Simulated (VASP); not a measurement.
# Al5As (P-6m2) in VASP: further runs

Runs on Al5As. Level: PBE. Tasks: single point, relaxation of cell and atoms.

All numbers are computed with VASP 6.6.1; they aren't measurements. Logs are shortened: lines on timing, memory, paths and dates and some standing lists are left out, and cuts for length are marked.

### 1 The cell of the first run

It takes space group P-6m2 (No. 187, hexagonal). Conventional cell: a = 4.315 Å, b = 4.315 Å, c = 10.377 Å, α = 90.00°, β = 90.00°, γ = 120.00°. Al (site symmetry -6m2) has 5 Al at 2.49 to 2.53 Å within 3.3 Å. Al (site symmetry 3m) has 2 Al at 2.53 to 2.66 Å within 3.3 Å. Within 3.3 Å of Al (site symmetry -6m2) lie 3 Al at 2.49 Å. Al (site symmetry -6m2) has 3 As at 2.49 Å and 2 Al at 2.66 Å within 3.3 Å. As (site symmetry -6m2) has 3 Al at 2.49 Å within 3.3 Å.

The cell was generated, and may not be a known phase.

### 2 Single point, PBE

INCAR reads:

```
PREC = Accurate
ENCUT = 520
EDIFF = 1E-6
ISMEAR = 0
SIGMA = 0.1
LREAL = F
LASPH = T
NELM = 100
ALGO = Fast
ISIF = 2
LWAVE = F
LCHARG = F
GGA = PE
NBANDS = 19
```

KPOINTS reads:

```
regular mesh
0
Gamma
  12 12 4
```

POSCAR reads:

```
Al5As
1.0
    4.3154303610      0.0000000000      0.0000000000
   -2.1577151805      3.7372723209      0.0000000000
    0.0000000000      0.0000000000     10.3772815086
Al As
5 1
Direct
    0.3333333333      0.6666666667      0.0000000000
    0.3333333333      0.6666666667      0.2438419898
    0.3333333333      0.6666666667      0.7561580102
    0.6666666667      0.3333333333      0.0000000000
    0.3333333333      0.6666666667      0.5000000000
    0.6666666667      0.3333333333      0.5000000000
```

Potentials or basis: VASP PAW PBE potentials, release 64 (Al, As).

Command:

```bash
> cat potpaw_PBE.64/Al/POTCAR potpaw_PBE.64/As/POTCAR > POTCAR
> mpirun -np 1 vasp_std > vasp.out
```

OUTCAR:

```text
PREC = Accurate
   ENCUT = 520
   EDIFF = 1E-6
   ISMEAR = 0
   LREAL = F
   LASPH = T
   NELM = 100
   ISIF = 2
   GGA = PE

 ion  position               nearest neighbor table
   1  0.333  0.667  0.000-   4 2.49   4 2.49   4 2.49   2 2.53   3 2.53
   2  0.333  0.667  0.244-   1 2.53   5 2.66
   3  0.333  0.667  0.756-   1 2.53   5 2.66
   4  0.667  0.333  0.000-   1 2.49   1 2.49   1 2.49
   5  0.333  0.667  0.500-   6 2.49   6 2.49   6 2.49   2 2.66   3 2.66
   6  0.667  0.333  0.500-   5 2.49   5 2.49   5 2.49

  LATTYP: Found a hexagonal cell.
 ALAT       =     4.3154303610
 C/A-ratio  =     2.4046921490

  Lattice vectors:

 A1 = (   4.3154303610,   0.0000000000,   0.0000000000)
 A2 = (  -2.1577151805,   3.7372723209,   0.0000000000)
 A3 = (   0.0000000000,   0.0000000000,  10.3772815086)

Analysis of symmetry for initial positions (statically):
=====================================================================
 Subroutine PRICEL returns:
 Original cell was already a primitive cell.

 Routine SETGRP: Setting up the symmetry group for a
 hexagonal supercell.

 Subroutine GETGRP returns: Found 12 space group operations
 (whereof 12 operations were pure point group operations)
 out of a pool of 24 trial point group operations.

The static configuration has the point symmetry D_3h.

Analysis of symmetry for dynamics (positions and initial velocities):
=====================================================================
 Subroutine PRICEL returns:
 Original cell was already a primitive cell.

 Routine SETGRP: Setting up the symmetry group for a
 hexagonal supercell.

 Subroutine GETGRP returns: Found 12 space group operations
 (whereof 12 operations were pure point group operations)
 out of a pool of 24 trial point group operations.

The dynamic configuration has the point symmetry D_3h.

 Subroutine INISYM returns: Found 12 space group operations
 (whereof 12 operations are pure point group operations),
 and found     1 'primitive' translations

----------------------------------------------------------------------------------------

                                     Primitive cell

  volume of cell :     167.3642
[... 83 lines left out ...]
   dimension x,y,z NGXF=    64 NGYF=   64 NGZF=  160
   ions per type =               5   1
   NGX,Y,Z   is equivalent  to a cutoff of  12.33, 12.33, 12.82 a.u.
   NGXF,Y,Z  is equivalent  to a cutoff of  24.66, 24.66, 25.63 a.u.
 SYSTEM =  unknown system
   PREC   = accura    normal or accurate (medium, high low for compatibility)
   ISTART =      0    job   : 0-new  1-cont  2-samecut
   ICHARG =      2    charge: 1-file 2-atom 10-const
   ISPIN  =      1    spin polarized calculation?
   LNONCOLLINEAR =      F non collinear calculations
   LSORBIT =      F    spin-orbit coupling
   LASPH  =      T    aspherical Exc in radial PAW
   ENCUT  =  520.0 eV  38.22 Ry    6.18 a.u.   8.02  8.02 19.29*2*pi/ulx,y,z
   NELM   =    100;   NELMIN=  2; NELMDL= -5     # of ELM steps
   EDIFF  = 0.1E-05   stopping-criterion for ELM
   LREAL  =      F    real-space projection
[... 7 lines left out ...]
   TEBEG  =    0.0;   TEEND  =   0.0 temperature during run
   PSTRESS=    0.0 pullay stress
   NELECT =      20.0000    total number of electrons
   NUPDOWN=      -1.0000    fix difference up-down
   EMIN   =  10.00;   EMAX   =-10.00  energy-range for DOS
   EFERMI =   0.00;   METHOD = LEGACY
   ISMEAR =     0;   SIGMA  =   0.10  broadening in eV -4-tet -1-fermi 0-gaus
   EFERMI_NEDOS =   21; number of points for ismear=-14 and -15
   IALGO  =     68    algorithm
   IMIX   =      4    mixing-type and parameters
     AMIX     =   0.40;   BMIX     =  1.00
     AMIX_MAG =   1.60;   BMIX_MAG =  1.00
  volume/ion in A,a.u.               =      27.89       188.24
  Fermi-wavevector in a.u.,A,eV,Ry     =   0.806363  1.523805  8.846801  0.650222
  Thomas-Fermi vector in A             =   1.914782
   LORBIT       =      0    0 simple, 1 ext, 2 COOP (PROOUT), +10 PAW based schemes
   GGA     = PE    functional components
   LHFCALC =     F    Hartree Fock is set to
   AEXX    =    0.0000 exact exchange contribution
   IVDW    =     0    specifies the selected vdW correction
   LEPSILON=     F    determine dielectric tensor
   LRPA    =     F    only Hartree local field effects (RPA)
 non-spin polarized calculation
 RMM-DIIS sequential band-by-band and
 Gauss-broadening in eV      SIGMA  =   0.10
  energy-cutoff  :      520.00
  volume of cell :      167.36
 maximum number of plane-waves:      4530
   NGX = 17   NGY = 17   NGZ = 39

 number of electron      20.0000000 magnetization

 Free energy of the ion-electron system (eV)
  ---------------------------------------------------
  ext. energy  EPLUGINS =         0.00000000
  ---------------------------------------------------
  free energy    TOTEN  =       -19.90200589 eV

  energy without entropy =      -19.88613220  energy(sigma->0) =      -19.89406905

 E-fermi :   3.1027     XC(G=0):  -8.1339

 val. band max:        3.1005054231   @ k =   0.4167   0.0833   0.5000
 cond. band min:       3.1374614118   @ k =   0.3333   0.3333   0.2500
 fundamental gap:      0.0369559887
 Fermi energy:         3.1026910445

 k-point     1 :       0.0000    0.0000    0.0000
  band No.  band energies     occupation
      1      -8.5284      2.00000
      2      -4.9000      2.00000
      3      -2.8977      2.00000
      4      -0.6953      2.00000
      5      -0.0433      2.00000
      6       1.1274      2.00000
[... 505 lines left out ...]
      6      -0.0002      2.00000
[... 11 lines left out ...]
     18       7.0148      0.00000
     19       8.1228      0.00000

 [... further k-points ...]
[... 5 lines left out ...]
  --------------------------------------------------------------------------------------
  -------------------------------------------------------------------------------------
  Total       -0.0029298     -0.0029298     -0.0349191      0.0000000     -0.0000000      0.0000000
  in kB       -0.0280465     -0.0280465     -0.3342802      0.0000000     -0.0000000      0.0000000
  external PRESSURE =      -0.1301244 kB  Pullay stress =       0.0000000 kB

 VOLUME and BASIS-vectors are now :
 -----------------------------------------------------------------------------
  energy-cutoff  :      520.00
  volume of cell :      167.36
      direct lattice vectors                 reciprocal lattice vectors
     4.315430361  0.000000000  0.000000000     0.231726599  0.133787414  0.000000000
    -2.157715180  3.737272321  0.000000000     0.000000000  0.267574828  0.000000000
     0.000000000  0.000000000 10.377281509     0.000000000  0.000000000  0.096364351

 POSITION                                       TOTAL-FORCE (eV/Angst)
 -----------------------------------------------------------------------------------
     -0.00000      2.49151      0.00000        -0.000000     -0.000000      0.000000
     -0.00000      2.49151      2.53042        -0.000000      0.000000      0.000591
     -0.00000      2.49151      7.84686        -0.000000      0.000000     -0.000591
      2.15772      1.24576      0.00000        -0.000000      0.000000      0.000000
     -0.00000      2.49151      5.18864         0.000000      0.000000      0.000000
      2.15772      1.24576      5.18864        -0.000000      0.000000      0.000000
 -----------------------------------------------------------------------------------
    total drift:                               -0.000000      0.000000      0.000000

  FREE ENERGIE OF THE ION-ELECTRON SYSTEM (eV)
  ---------------------------------------------------
  free  energy   TOTEN  =       -19.9020058933 eV

  energy  without entropy=      -19.8861321971  energy(sigma->0) =      -19.89406905
```

Wall time 1.8 min (1 thread of Intel Xeon Platinum 8488C (Sapphire Rapids), shared host); peak memory 0.36 GiB.

Results:

* Free energy: -19.9020 eV
* Pressure: 0.0 GPa
* Band gap on the k mesh: zero (bands 10 and 11 overlap by 1.03 eV)

Levels at points of the mesh, in eV from the Fermi level:
| k point | band 7 | band 8 | band 9 | band 10 | band 11 | band 12 | band 13 | band 14 |
| --- | --- | --- | --- | --- | --- | --- | --- | --- |
| (0.00, 0.00, 0.00) | -1.98 | -0.64 | 0.49 | 0.49 | 1.59 | 1.94 | 2.60 | 2.60 |
| (0.50, 0.00, 0.00) | -2.26 | -1.65 | -1.51 | -0.72 | 0.17 | 0.25 | 1.12 | 1.85 |
| (0.00, 0.00, 0.50) | -1.97 | -0.70 | 0.48 | 0.48 | 1.28 | 2.28 | 2.49 | 2.49 |
| (0.50, 0.00, 0.50) | -2.90 | -1.67 | -1.12 | -0.75 | -0.24 | 0.88 | 1.88 | 2.19 |

### 3 Relaxation of cell and atoms, PBE

This run uses another cell than the first one, of 17.21 Å³/atom.

INCAR reads:

```
  ALGO = Fast
  EDIFF = 1E-6
  EDIFFG = -0.04
  ENCUT = 600
  GGA = PE
  IBRION = 2
  ISIF = 3
  ISMEAR = 0
  LASPH = T
  LCHARG = F
  LREAL = F
  LWAVE = F
  NELM = 100
  NSW = 90
  PREC = Accurate
  SIGMA = 0.1
```

KPOINTS reads:

```
k-points
0
Gamma
  6 6 4
```

POSCAR reads:

```
Al5As
1.0
    4.0864246200      0.0000000000      0.0000000000
   -2.0432123100      3.5389475300      0.0000000000
    0.0000000000      0.0000000000      7.1391072700
Al As
5 1
Direct
    0.3333333300      0.6666666700      0.0000000000
    0.3333333300      0.6666666700      0.2842837800
    0.3333333300      0.6666666700      0.7157162200
    0.6666666700      0.3333333300      0.0000000000
    0.3333333300      0.6666666700      0.5000000000
    0.6666666700      0.3333333300      0.5000000000
```

Potentials or basis: VASP PAW PBE potentials, release 64 (Al, As).

Command:

```bash
> cat potpaw_PBE.64/Al/POTCAR potpaw_PBE.64/As/POTCAR > POTCAR
> mpirun -np 1 vasp_std > vasp.out
```

Wall time 25 min (1 thread of Intel Xeon Platinum 8488C (Sapphire Rapids), shared host); peak memory 0.3 GiB.

The run converged. Its results:

* Free energy: -19.9106 eV
* Relaxed volume: 27.86 Å³/atom
* Relaxed cell: a = 4.310 Å, b = 4.310 Å, c = 10.391 Å, α = 90.00°, β = 90.00°, γ = 120.00°
* Space group after relaxing (to 0.1 Å): P-6m2 (No. 187)
* Pressure after relaxing: -0.1 GPa
* Largest force after relaxing: 0.034 eV/Å
* Band gap on the k mesh: zero (bands 10 and 11 overlap by 1.03 eV)

Forces on the atoms (eV/Å):
```
Al   0.000  0.000  0.000
Al   0.000  0.000  0.034
Al   0.000  0.000 -0.034
Al   0.000  0.000  0.000
Al   0.000  0.000  0.000
As   0.000  0.000  0.000
```

Stress tensor (GPa, compression positive):
```
-0.01  0.00  0.00
 0.00 -0.01  0.00
 0.00  0.00 -0.17
```

Final structure:
```
Al As
1.0
     4.31008    0.00000    0.00000
    -2.15504    3.73264    0.00000
     0.00000    0.00000   10.39143
Al As
5 1
Direct
  0.33333 0.66667 0.00000
  0.33333 0.66667 0.24384
  0.33333 0.66667 0.75616
  0.66667 0.33333 0.00000
  0.33333 0.66667 0.50000
  0.66667 0.33333 0.50000
```

Levels at points of the mesh, in eV from the Fermi level:
```csv
k point,band 7,band 8,band 9,band 10,band 11,band 12,band 13,band 14
"(0.00, 0.00, 0.00)",-1.98,-0.64,0.46,0.46,1.59,1.94,2.60,2.60
"(0.50, 0.00, 0.00)",-2.26,-1.67,-1.52,-0.75,0.15,0.25,1.10,1.83
"(0.00, 0.00, 0.50)",-1.98,-0.73,0.45,0.45,1.26,2.28,2.50,2.50
"(0.50, 0.00, 0.50)",-2.91,-1.67,-1.13,-0.78,-0.24,0.86,1.87,2.17
```

Caveat: the volume moved by over 15 % at a fixed basis, so the end points are rough.

### 4 Relaxation of cell and atoms, PBE

INCAR reads:

```
PREC = Accurate ; ENCUT = 600
EDIFF = 1E-6 ; ISMEAR = 0
SIGMA = 0.1 ; LREAL = F
LASPH = T ; NELM = 80
ALGO = Fast ; ISIF = 3
LWAVE = F ; LCHARG = F
GGA = PE ; IBRION = 2
NSW = 100 ; EDIFFG = -0.01
```

KPOINTS reads:

```
regular mesh
0
Gamma
  12 12 4
```

POSCAR reads:

```
Al5As
1.0
    4.3169620263      0.0000000000      0.0000000000
   -2.1584810132      3.7385987820      0.0000000000
    0.0000000000      0.0000000000     10.3765312586
Al As
5 1
Direct
    0.3333333333      0.6666666667      0.0000000000
    0.3333333333      0.6666666667      0.2443720975
    0.3333333333      0.6666666667      0.7556279025
    0.6666666667      0.3333333333      0.0000000000
    0.3333333333      0.6666666667      0.5000000000
    0.6666666667      0.3333333333      0.5000000000
```

Command:

```bash
> cat potpaw_PBE.64/Al/POTCAR potpaw_PBE.64/As/POTCAR > POTCAR
> mpirun -np 1 vasp_std > vasp.out
```

Run time: 3.1 min. Hardware: 1 thread of Intel Xeon Platinum 8488C (Sapphire Rapids), shared host; peak memory 0.43 GiB.

The run converged. Its results:

```
Free energy                           : -19.9022 eV
Relaxed volume                        : 27.87 Å³/atom
Relaxed cell                          : a = 4.315 Å, b = 4.315 Å, c = 10.367 Å, α = 90.00°, β = 90.00°, γ = 120.00°
Space group after relaxing (to 0.1 Å) : P-6m2 (No. 187)
Energy gained by relaxing             : 0.0 meV/atom
Ionic steps                           : 3
Pressure after relaxing               : 0.0 GPa
Largest force after relaxing          : 0.007 eV/Å
Band gap on the k mesh                : zero (bands 10 and 11 overlap by 1.03 eV)
```

Forces on the atoms (eV/Å):
```
Al   0.000  0.000  0.000
Al   0.000  0.000 -0.007
Al   0.000  0.000  0.007
Al   0.000  0.000  0.000
Al   0.000  0.000  0.000
As   0.000  0.000  0.000
```

The path:
| step | energy change (eV) | largest force (eV/Å) | pressure (GPa) | volume (Å³) |
| --- | --- | --- | --- | --- |
| 1 | 0.0000 | 0.0443 | -0.03 | 167.47 |
| 2 | -0.0002 | 0.0257 | 0.00 | 167.34 |
| 3 | -0.0002 | 0.0069 | 0.03 | 167.20 |

Final structure:
```xyz
6
Lattice="4.3154 0.0000 0.0000 -2.1577 3.7372 0.0000 0.0000 0.0000 10.3673" Properties=species:S:1:pos:R:3 pbc="T T T"
Al    0.0000    2.4915    0.0000
Al    0.0000    2.4915    2.5292
Al    0.0000    2.4915    7.8381
Al    2.1577    1.2457    0.0000
Al    0.0000    2.4915    5.1836
As    2.1577    1.2457    5.1836
```

Levels at points of the mesh, in eV from the Fermi level:
```csv
k point,band 6,band 7,band 8,band 9,band 10,band 11,band 12,band 13,band 14
"(0.00, 0.00, 0.00)",-1.98,-1.98,-0.64,0.49,0.49,1.59,1.94,2.59,2.59
"(0.50, 0.00, 0.00)",-2.90,-2.26,-1.65,-1.51,-0.72,0.17,0.26,1.12,1.85
"(0.00, 0.00, 0.50)",-1.98,-1.98,-0.69,0.48,0.48,1.29,2.28,2.48,2.48
"(0.50, 0.00, 0.50)",-3.43,-2.90,-1.67,-1.12,-0.75,-0.24,0.88,1.89,2.19
```

### 5 The runs side by side

| task | cell | k mesh | cutoff (eV) | gap on the mesh (eV) | pressure (GPa) | relaxed volume (Å³/atom) | largest force (eV/Å) |
| --- | --- | --- | --- | --- | --- | --- | --- |
| single point | a = 4.315, b = 4.315, c = 10.377 Å, angles 90.0, 90.0, 120.0°, 6 atoms, atomic positions A | 12 × 12 × 4 | 520 | none | 0.0 | - | - |
| relaxation of cell and atoms | relaxed from a = 4.086, b = 4.086, c = 7.139 Å, angles 90.0, 90.0, 120.0°, 6 atoms, atomic positions B | 6 × 6 × 4 | 600 | none | -0.1 | 27.86 | 0.03 |
| relaxation of cell and atoms | relaxed from a = 4.317, b = 4.317, c = 10.377 Å, angles 90.0, 90.0, 120.0°, 6 atoms, atomic positions C | 12 × 12 × 4 | 600 | none | 0.0 | 27.87 | 0.01 |

Alike in all rows: level PBE; potentials or basis VASP PAW PBE potentials, release 64 (Al, As); no spin polarisation; smearing gaussian 0.1 eV.

Caveats: the volume moved by over 15 % at a fixed basis, so the end points are rough (at least some runs).

Total energies depend on the potentials used, so only differences within one code and one set of settings carry meaning.

The gap in the log of VASP goes by the Fermi energy; the results here count the filled bands.